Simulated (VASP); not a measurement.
# HfO2 (Fm-3m) in VASP: further runs

HfO2 is run at these levels: LDA; tasks: single point, relaxation of cell and atoms.

Everything below comes from runs of VASP 6.6.1. Logs are shortened: lines on timing, memory, paths and dates and some standing lists are left out, and cuts for length are marked.

### Step 1. The cell of the first run

Symmetry: Fm-3m, No. 225, cubic system. Conventional cell: a = 5.001 Å, b = 5.001 Å, c = 5.001 Å, α = 90.00°, β = 90.00°, γ = 90.00°. Within 2.9 Å of Hf (site symmetry m-3m) lie 8 O at 2.17 Å. Within 2.9 Å of O (site symmetry -43m) lie 4 Hf at 2.17 Å and 6 O at 2.50 Å.

### Step 2. Single point, LDA

INCAR reads:

```
SYSTEM = HfO2
PREC     = Accurate       ! precision mode
ENCUT    = 520            ! plane-wave cutoff, eV
EDIFF    = 1E-6           ! SCF threshold, eV
ISMEAR   = 0              ! smearing method
SIGMA    = 0.01           ! smearing width, eV
LREAL    = .FALSE.        ! projectors in reciprocal space
LASPH    = .TRUE.         ! aspherical terms in the spheres
NELM     = 100            ! most SCF steps
ALGO     = Normal         ! electronic algorithm
ISIF     = 2              ! what is computed and relaxed
LWAVE    = .FALSE.        ! write WAVECAR
LCHARG   = .FALSE.        ! write CHGCAR
GGA      = CA             ! functional
NBANDS   = 18             ! bands
```

KPOINTS reads:

```
regular mesh
0
G
  8 8 8
  0 0 0
```

POSCAR reads:

```
HfO2
1.0
    0.0000000000      2.5004398054      2.5004398054
    2.5004398054      0.0000000000      2.5004398054
    2.5004398054      2.5004398054      0.0000000000
Hf O
1 2
Direct
    0.0000000000      0.0000000000      0.0000000000
    0.2500000000      0.2500000000      0.2500000000
    0.7500000000      0.7500000000      0.7500000000
```

Potentials or basis: VASP PAW LDA potentials, release 64 (Hf_pv, O).

On the command line:

```sh
$ cat potpaw_LDA.64/Hf_pv/POTCAR potpaw_LDA.64/O/POTCAR > POTCAR
$ mpirun -np 1 vasp_std > vasp.out
```

OUTCAR:

```text
SYSTEM = HfO2
   PREC = Accurate
   ENCUT = 520
   EDIFF = 1E-6
   ISMEAR = 0
   LREAL = .FALSE.
   LASPH = .TRUE.
   NELM = 100
   ISIF = 2
   GGA = CA

 ion  position               nearest neighbor table
   1  0.000  0.000  0.000-   3 2.17   3 2.17   3 2.17   2 2.17   3 2.17   2 2.17   2 2.17   2 2.17

   2  0.250  0.250  0.250-   1 2.17   1 2.17   1 2.17   1 2.17
   3  0.750  0.750  0.750-   1 2.17   1 2.17   1 2.17   1 2.17

  LATTYP: Found a face centered cubic cell.
 ALAT       =     5.0008796108

  Lattice vectors:

 A1 = (   0.0000000000,   2.5004398054,   2.5004398054)
 A2 = (   2.5004398054,   0.0000000000,   2.5004398054)
 A3 = (   2.5004398054,   2.5004398054,   0.0000000000)

Analysis of symmetry for initial positions (statically):
=====================================================================
 Subroutine PRICEL returns:
 Original cell was already a primitive cell.

 Routine SETGRP: Setting up the symmetry group for a
 face centered cubic supercell.

 Subroutine GETGRP returns: Found 48 space group operations
 (whereof 48 operations were pure point group operations)
 out of a pool of 48 trial point group operations.

The static configuration has the point symmetry O_h .

Analysis of symmetry for dynamics (positions and initial velocities):
=====================================================================
 Subroutine PRICEL returns:
 Original cell was already a primitive cell.

 Routine SETGRP: Setting up the symmetry group for a
 face centered cubic supercell.

 Subroutine GETGRP returns: Found 48 space group operations
 (whereof 48 operations were pure point group operations)
 out of a pool of 48 trial point group operations.

The dynamic configuration has the point symmetry O_h .

 Subroutine INISYM returns: Found 48 space group operations
 (whereof 48 operations are pure point group operations),
 and found     1 'primitive' translations

----------------------------------------------------------------------------------------

                                     Primitive cell

  volume of cell :      31.2665

  direct lattice vectors                    reciprocal lattice vectors
     0.000000000  2.500439805  2.500439805    -0.199964822  0.199964822  0.199964822
     2.500439805  0.000000000  2.500439805     0.199964822 -0.199964822  0.199964822
     2.500439805  2.500439805  0.000000000     0.199964822  0.199964822 -0.199964822

  length of vectors
     3.536155885  3.536155885  3.536155885     0.346349231  0.346349231  0.346349231

  position of ions in fractional coordinates (direct lattice)
     0.000000000  0.000000000  0.000000000
     0.250000000  0.250000000  0.250000000
     0.750000000  0.750000000  0.750000000

  ion indices of the primitive-cell ions
   primitive index   ion index
                 1           1
                 2           2
                 3           3

----------------------------------------------------------------------------------------

 KPOINTS: regular mesh

Automatic generation of k-mesh.
 Grid dimensions read from file:
 generate k-points for:    8    8    8

 Generating k-lattice:

  Cartesian coordinates                     Fractional coordinates (reciprocal lattice)
    -0.024995603  0.024995603  0.024995603     0.125000000  0.000000000  0.000000000
     0.024995603 -0.024995603  0.024995603     0.000000000  0.125000000  0.000000000
     0.024995603  0.024995603 -0.024995603     0.000000000  0.000000000  0.125000000

  Length of vectors
     0.043293654  0.043293654  0.043293654

  Shift w.r.t. Gamma in fractional coordinates (k-lattice)
     0.000000000  0.000000000  0.000000000

 Subroutine IBZKPT returns following result:
 ===========================================

 Found     29 irreducible k-points:

 Following reciprocal coordinates:
            Coordinates               Weight
  0.000000  0.000000  0.000000      1.000000
  0.125000  0.000000  0.000000      8.000000
  0.250000  0.000000  0.000000      8.000000
  0.375000  0.000000  0.000000      8.000000
  0.500000  0.000000  0.000000      4.000000
  0.125000  0.125000  0.000000      6.000000
[... 16 lines left out ...]
  0.500000  0.250000  0.125000     48.000000
 -0.375000  0.250000  0.125000     24.000000
 [... further k-points ...]
   k-points           NKPTS =     29   k-points in BZ     NKDIM =     29   number of bands    NBANDS=     18
   number of dos      NEDOS =    301   number of ions     NIONS =      3
   total plane-waves  NPLWV =  21952
   dimension x,y,z NGX =    28 NGY =   28 NGZ =   28
   dimension x,y,z NGXF=    56 NGYF=   56 NGZF=   56
   ions per type =               1   2
   NGX,Y,Z   is equivalent  to a cutoff of  13.16, 13.16, 13.16 a.u.
   NGXF,Y,Z  is equivalent  to a cutoff of  26.33, 26.33, 26.33 a.u.
 SYSTEM =  HfO2
   PREC   = accura    normal or accurate (medium, high low for compatibility)
   ISTART =      0    job   : 0-new  1-cont  2-samecut
   ICHARG =      2    charge: 1-file 2-atom 10-const
   ISPIN  =      1    spin polarized calculation?
   LNONCOLLINEAR =      F non collinear calculations
   LSORBIT =      F    spin-orbit coupling
   LASPH  =      T    aspherical Exc in radial PAW
   ENCUT  =  520.0 eV  38.22 Ry    6.18 a.u.   6.57  6.57  6.57*2*pi/ulx,y,z
   NELM   =    100;   NELMIN=  2; NELMDL= -5     # of ELM steps
   EDIFF  = 0.1E-05   stopping-criterion for ELM
   LREAL  =      F    real-space projection
   EDIFFG = 0.1E-04   stopping-criterion for IOM
   NSW    =      0    number of steps for IOM
   IBRION =     -1    ionic relax: 0-MD 1-quasi-New 2-CG
   NFREE  =      0    steps in history (QN), initial steepest desc. (CG)
   ISIF   =      2    stress and relaxation
   ISYM   =      2    0-nonsym 1-usesym 2-fastsym
   POTIM  = 0.5000    time-step for ionic-motion
   TEBEG  =    0.0;   TEEND  =   0.0 temperature during run
   PSTRESS=    0.0 pullay stress
   NELECT =      22.0000    total number of electrons
   NUPDOWN=      -1.0000    fix difference up-down
   EMIN   =  10.00;   EMAX   =-10.00  energy-range for DOS
   EFERMI =   0.00;   METHOD = LEGACY
   ISMEAR =     0;   SIGMA  =   0.01  broadening in eV -4-tet -1-fermi 0-gaus
   EFERMI_NEDOS =   21; number of points for ismear=-14 and -15
   IALGO  =     38    algorithm
   IMIX   =      4    mixing-type and parameters
     AMIX     =   0.40;   BMIX     =  1.00
     AMIX_MAG =   1.60;   BMIX_MAG =  1.00
  volume/ion in A,a.u.               =      10.42        70.33
  Fermi-wavevector in a.u.,A,eV,Ry     =   1.456094  2.751618 28.847193  2.120209
  Thomas-Fermi vector in A             =   2.573052
   LORBIT       =      0    0 simple, 1 ext, 2 COOP (PROOUT), +10 PAW based schemes
   GGA     = CA    functional components
   LHFCALC =     F    Hartree Fock is set to
   AEXX    =    0.0000 exact exchange contribution
   IVDW    =     0    specifies the selected vdW correction
   LEPSILON=     F    determine dielectric tensor
   LRPA    =     F    only Hartree local field effects (RPA)
 non-spin polarized calculation
 Gauss-broadening in eV      SIGMA  =   0.01
  energy-cutoff  :      520.00
  volume of cell :       31.27
 maximum number of plane-waves:       869
 NGX is ok and might be reduce to    28
   NGX = 13   NGY = 13   NGZ = 13

 number of electron      22.0000000 magnetization

 Free energy of the ion-electron system (eV)
  ---------------------------------------------------
  ext. energy  EPLUGINS =         0.00000000
  ---------------------------------------------------
  free energy    TOTEN  =       -33.06789527 eV

  energy without entropy =      -33.06789527  energy(sigma->0) =      -33.06789527

 E-fermi :   4.4862     XC(G=0): -12.5291

 val. band max:        4.4209541450   @ k =   0.5000   0.5000   0.0000
 cond. band min:       8.1229767418   @ k =   0.5000   0.5000   0.0000
 fundamental gap:      3.7020225968
 Fermi energy:         4.4861509796

 k-point     1 :       0.0000    0.0000    0.0000
  band No.  band energies     occupation
      1     -24.8911      2.00000
      2     -24.8911      2.00000
      3     -24.8911      2.00000
      4     -14.3171      2.00000
      5     -10.9411      2.00000
      6      -1.2462      2.00000
[... 10 lines left out ...]
     17      15.3137      0.00000
     18      17.2645      0.00000

 k-point     2 :       0.1250    0.0000    0.0000
  band No.  band energies     occupation
      1     -24.9769      2.00000
      2     -24.9003      2.00000
      3     -24.9003      2.00000
      4     -14.0780      2.00000
      5     -11.1401      2.00000
      6      -1.0861      2.00000
[... 10 lines left out ...]
     17      15.0153      0.00000
     18      17.2597      0.00000

 k-point     3 :       0.2500    0.0000    0.0000
  band No.  band energies     occupation
      1     -25.1739      2.00000
      2     -24.9224      2.00000
      3     -24.9224      2.00000
      4     -13.5215      2.00000
      5     -11.5229      2.00000
      6      -0.6943      2.00000
[... 10 lines left out ...]
     17      14.4940      0.00000
     18      17.1784      0.00000

 k-point     4 :       0.3750    0.0000    0.0000
  band No.  band energies     occupation
      1     -25.3586      2.00000
      2     -24.9443      2.00000
      3     -24.9443      2.00000
      4     -13.0779      2.00000
      5     -11.6938      2.00000
      6      -0.3154      2.00000
[... 10 lines left out ...]
     17      14.2206      0.00000
     18      16.9195      0.00000

 k-point     5 :       0.5000    0.0000    0.0000
  band No.  band energies     occupation
      1     -25.4320      2.00000
      2     -24.9533      2.00000
      3     -24.9533      2.00000
      4     -12.9798      2.00000
      5     -11.6496      2.00000
      6      -0.1741      2.00000
[... 10 lines left out ...]
     17      14.1806      0.00000
     18      17.1675      0.00000

 k-point     6 :       0.1250    0.1250    0.0000
  band No.  band energies     occupation
      1     -24.9840      2.00000
      2     -24.9140      2.00000
      3     -24.9140      2.00000
      4     -13.9934      2.00000
      5     -11.2078      2.00000
      6      -1.0576      2.00000
[... 10 lines left out ...]
     17      14.9704      0.00000
     18      17.2560      0.00000

 k-point     7 :       0.2500    0.1250    0.0000
  band No.  band energies     occupation
      1     -25.1296      2.00000
      2     -24.9392      2.00000
      3     -24.9379      2.00000
      4     -13.5218      2.00000
      5     -11.5368      2.00000
      6      -0.7556      2.00000
[... 10 lines left out ...]
     17      14.5972      0.00000
     18      17.2435      0.00000

 k-point     8 :       0.3750    0.1250    0.0000
  band No.  band energies     occupation
      1     -25.3022      2.00000
      2     -24.9752      2.00000
      3     -24.9611      2.00000
      4     -13.0014      2.00000
      5     -11.7872      2.00000
      6      -0.4299      2.00000
[... 10 lines left out ...]
     17      14.7608      0.00000
     18      17.1586      0.00000
[... 229 lines left out ...]
     17      16.7246      0.00000
     18      17.2607      0.00000

 k-point    20 :      -0.3750    0.3750    0.0000
  band No.  band energies     occupation
      1     -25.3494      2.00000
      2     -25.1794      2.00000
      3     -25.0157      2.00000
      4     -12.3098      2.00000
      5     -11.9422      2.00000
      6      -1.7126      2.00000
[... 10 lines left out ...]
     17      17.1262      0.00000
     18      17.2503      0.00000

 k-point    21 :       0.5000    0.5000    0.0000
  band No.  band energies     occupation
      1     -25.4610      2.00000
      2     -25.0457      2.00000
      3     -25.0457      2.00000
      4     -12.4117      2.00000
      5     -11.8139      2.00000
      6      -2.4275      2.00000
[... 10 lines left out ...]
     17      17.2486      0.00000
     18      18.0142      0.00000

 k-point    22 :       0.3750    0.2500    0.1250
  band No.  band energies     occupation
      1     -25.2329      2.00000
      2     -25.0124      2.00000
      3     -24.9508      2.00000
      4     -13.0317      2.00000
      5     -11.8177      2.00000
      6      -0.6718      2.00000
[... 10 lines left out ...]
     17      14.5709      0.00000
     18      17.2430      0.00000

 k-point    23 :       0.5000    0.2500    0.1250
  band No.  band energies     occupation
      1     -25.3232      2.00000
      2     -25.0818      2.00000
      3     -24.9758      2.00000
      4     -12.6172      2.00000
      5     -11.9521      2.00000
      6      -0.6849      2.00000
[... 10 lines left out ...]
     17      15.3582      0.00000
     18      17.2323      0.00000

 k-point    24 :      -0.3750    0.2500    0.1250
  band No.  band energies     occupation
      1     -25.3584      2.00000
      2     -25.1095      2.00000
      3     -24.9882      2.00000
      4     -12.5497      2.00000
      5     -11.8814      2.00000
      6      -0.6884      2.00000
[... 10 lines left out ...]
     17      15.4450      0.00000
     18      17.2288      0.00000

 [... further k-points ...]

------------------------ aborting loop because EDIFF is reached ----------------------------------------

  FORCE on cell =-STRESS in cart. coord.  units (eV):
  Direction    XX          YY          ZZ          XY          YZ          ZX
  --------------------------------------------------------------------------------------
  -------------------------------------------------------------------------------------
  Total       -0.6235664     -0.6235664     -0.6235664      0.0000000      0.0000000     -0.0000000
  in kB      -31.9531812    -31.9531812    -31.9531812      0.0000000      0.0000000     -0.0000000
  external PRESSURE =     -31.9531812 kB  Pullay stress =       0.0000000 kB

 VOLUME and BASIS-vectors are now :
 -----------------------------------------------------------------------------
  energy-cutoff  :      520.00
  volume of cell :       31.27
      direct lattice vectors                 reciprocal lattice vectors
     0.000000000  2.500439805  2.500439805    -0.199964822  0.199964822  0.199964822
     2.500439805  0.000000000  2.500439805     0.199964822 -0.199964822  0.199964822
     2.500439805  2.500439805  0.000000000     0.199964822  0.199964822 -0.199964822

 POSITION                                       TOTAL-FORCE (eV/Angst)
 -----------------------------------------------------------------------------------
      0.00000      0.00000      0.00000        -0.000000      0.000000     -0.000000
      1.25022      1.25022      1.25022         0.000000     -0.000000      0.000000
      3.75066      3.75066      3.75066         0.000000     -0.000000     -0.000000
 -----------------------------------------------------------------------------------
    total drift:                                0.000000      0.000000      0.000000

  FREE ENERGIE OF THE ION-ELECTRON SYSTEM (eV)
  ---------------------------------------------------
  free  energy   TOTEN  =       -33.0678952676 eV

  energy  without entropy=      -33.0678952676  energy(sigma->0) =      -33.06789527
```

It took 12 s on 1 thread of Intel Xeon 8259CL, shared host; peak memory 0.15 GiB.

What came out:

```
Free energy            : -33.0679 eV
Pressure               : -3.2 GPa
Band gap on the k mesh : 3.70 eV
```

Levels at points of the mesh, in eV from the valence-band top:
| k point | band 8 | band 9 | band 10 | band 11 | band 12 | band 13 | band 14 | band 15 |
| --- | --- | --- | --- | --- | --- | --- | --- | --- |
| (0.00, 0.00, 0.00) | -5.67 | -0.63 | -0.63 | -0.63 | 3.78 | 3.78 | 6.02 | 10.89 |
| (0.50, 0.00, 0.00) | -3.13 | -2.85 | -1.89 | -1.89 | 4.57 | 4.57 | 7.33 | 8.93 |
| (0.50, 0.50, 0.00) | -3.57 | -1.62 | -1.62 | 0.00 | 3.70 | 5.54 | 6.98 | 8.45 |

Caveat: the cell stands under tension; spin-orbit coupling is left out, which moves the levels of the heavy elements. A k mesh can miss the band edges.

(Part 1 of 2 ends here.)
